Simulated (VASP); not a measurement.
Mg3Sb2: relaxation of shape and atoms at fixed volume with r2SCAN

Mg3Sb2:

```
Sb Mg
1.0
     4.56879    0.00000    0.00000
    -2.28439    3.95669    0.00000
     0.00000    0.00000    7.24167
Sb Mg
2 3
Cartesian
  0.0000 2.6378 1.6572
  2.2844 1.3189 5.5845
  0.0000 0.0000 0.0000
  0.0000 2.6378 4.5890
  2.2844 1.3189 2.6526
```

```json
{"Program": "VASP 6.6.1", "Task": "relaxation of shape and atoms at fixed volume", "Functional": "r2SCAN", "Potentials or basis": "VASP PAW PBE potentials, release 64 (Sb, Mg)", "Cutoff": "660 eV", "k mesh": "6 × 6 × 4", "Occupations": "gaussian, width 0.05 eV", "Spin": "no spin polarisation", "Dipole correction": "no", "Further INCAR settings": "ALGO = Normal; EDIFF = 1e-07; IBRION = 2; EDIFFG = -0.01; NSW = 60; ISIF = 4"}
```

```
Energy gained by relaxing    : 0.0 meV/atom
Ionic steps                  : 3
Pressure after relaxing      : 0.0 GPa
Largest force after relaxing : 0.005 eV/Å
Band gap on the k mesh       : 0.56 eV (least direct gap 1.74 eV)
```

Forces in eV/Å, atoms in the order of the input:
```
Sb   0.000  0.000  0.001
Sb   0.000  0.000 -0.001
Mg   0.000  0.000  0.000
Mg   0.000  0.000 -0.005
Mg   0.000  0.000  0.005
```

Final structure:
```cif
data_structure
_symmetry_space_group_name_H-M 'P 1'
_symmetry_Int_Tables_number 1
_cell_length_a 4.5686
_cell_length_b 4.5686
_cell_length_c 7.2424
_cell_angle_alpha 90.000
_cell_angle_beta 90.000
_cell_angle_gamma 120.000
_cell_volume 130.91
loop_
_atom_site_label
_atom_site_type_symbol
_atom_site_fract_x
_atom_site_fract_y
_atom_site_fract_z
_atom_site_occupancy
Sb1 Sb 0.33333 0.66667 0.22840 1
Sb2 Sb 0.66667 0.33333 0.77160 1
Mg1 Mg 0.00000 0.00000 0.00000 1
Mg2 Mg 0.33333 0.66667 0.63359 1
Mg3 Mg 0.66667 0.33333 0.36641 1
```

Levels at points of the mesh, in eV from the valence-band top:
```tsv
k point	band 5	band 6	band 7	band 8	band 9	band 10	band 11	band 12
(0.00, 0.00, 0.00)	-1.16	-0.42	-0.42	0.00	1.77	1.78	3.41	3.41
(0.50, 0.00, 0.00)	-3.33	-2.39	-2.20	-0.96	0.79	2.43	2.46	3.15
(0.00, 0.00, 0.50)	-0.84	-0.84	-0.76	-0.76	2.28	2.46	3.06	3.06
(0.50, 0.00, 0.50)	-1.91	-1.73	-1.69	-1.58	0.87	1.67	2.15	2.57
```

It took 19 min on 1 thread of Oxide Virtual Turin-like Processor, on a shared host, peak memory 0.35 GiB.

Caveat: semilocal functionals underestimate gaps, and a narrow one can read as zero; the PAW data sets were made with another functional, which shifts forces and pressure a little; spin-orbit coupling is left out, which moves the levels of the heavy elements. A k mesh can miss the band edges.
